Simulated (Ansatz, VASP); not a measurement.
**Ni: VASP beside Ansatz**

File INCAR:

```
ALGO = Normal
EDIFF = 1E-6
EDIFFG = -0.005
ENCUT = 600
GGA = PS
IBRION = 2
ISIF = 3
ISMEAR = 1
ISPIN = 2
LASPH = True
LCHARG = False
LMAXMIX = 4
LORBIT = 11
LREAL = False
LWAVE = False
MAGMOM = 0.65
NELM = 150
NSW = 80
PREC = Accurate
SIGMA = 0.1
```

Contents of KPOINTS:

```
k-points
0
Gamma
  18 18 18
```

File POSCAR:

```
Ni
1.0
    0.0000000000      1.7600000000      1.7600000000
    1.7600000000      0.0000000000      1.7600000000
    1.7600000000      1.7600000000      0.0000000000
Ni
1
Direct
    0.0000000000      0.0000000000      0.0000000000
```

Input for Ansatz:

```yaml
crystal:
  lattice:
    - [0.0, 1.76, 1.76]
    - [1.76, 0.0, 1.76]
    - [1.76, 1.76, 0.0]
  atoms:
    - { symbol: Ni, position: [0.0, 0.0, 0.0], spin: 0.65 }
magnetization:
  spin_polarized: true
scf:
  occupations: { method: methfessel_paxton, width: 0.1 }
output:
  forces: true
  stress: true
  eigenvalues: true
  populations: true
hamiltonian:
  xc: pbesol
kpoints:
  mp_grid: { grid: [18, 18, 18] }
relax:
  f_tol: 0.005
  adjacent_minimum: "off"
  cell: { stress_tol: 0.02 }
```

Alike in both runs: task relaxation of cell and atoms; functional PBEsol; k mesh 18 × 18 × 18; occupations methfessel-paxton of order 1, width 0.1 eV; collinear spin.

|  | VASP | Ansatz |
| --- | --- | --- |
| version | VASP 6.6.1 | Ansatz 0.2.0 |
| potentials or method | VASP PAW PBE potentials, release 64 (Ni) | scalar-relativistic, plane waves, PAW |
| plane-wave cutoff (eV) | 600 | 420 |
| valence electrons in the cell | 10 | 18 |

```tsv
	VASP	Ansatz	Ansatz less VASP
gap on the k mesh at the Fermi level, each at its own relaxed structure (eV)	none	none	-
net moment per atom (μB)	0.61	0.62	+0.005
size of the moment on the site where the two differ most (μB)	0.62	0.65	+0.033
relaxed volume (Å³/atom)	10.37	10.37	+0.004
relaxed cell length with the largest relative difference (Å)	2.448	2.448	+0.0003
```

VASP's potentials were made for PBE, not for PBEsol. Site moments also hang on the region over which each program counts them. A gap of «none» marks a metal or a gap that the smearing closes. VASP's potentials hold 10 valence electrons a cell and Ansatz's 18, so a difference there can come from the potentials and not from the codes.
